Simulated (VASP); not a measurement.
Crystal: SnO2.

```
Sn O
1.0
     0.00000    2.53936    2.53936
     2.53936    0.00000    2.53936
     2.53936    2.53936    0.00000
Sn O
1 2
Direct
  0.00000 0.00000 0.00000
  0.75000 0.75000 0.75000
  0.25000 0.25000 0.25000
```

This cell differs from its parent crystal: volume scaled by 0.96.

Base run:

| Item | Value |
| --- | --- |
| Program | VASP 6.6.1 |
| Functional | PBE |
| Potentials or basis | VASP PAW PBE potentials, release 64 (Sn_d, O) |
| Cutoff | 520 eV |
| k mesh | 9 × 9 × 9 |
| Occupations | fermi-dirac, width 0.05 eV |
| Spin | no spin polarisation |

Its results: pressure 8.5 GPa.

Task: The run is repeated on the same cell with these changes: functional from PBE to PBEsol; further incar settings from ALGO = Normal; EDIFF = 1e-06; NBANDS = 20 to ALGO = Normal; EDIFF = 1e-07; NBANDS = 20. What comes out?

Result: Pressure 1.4 GPa.

Caveats: the PAW data sets were made with another functional, which shifts forces and pressure a little (some runs).
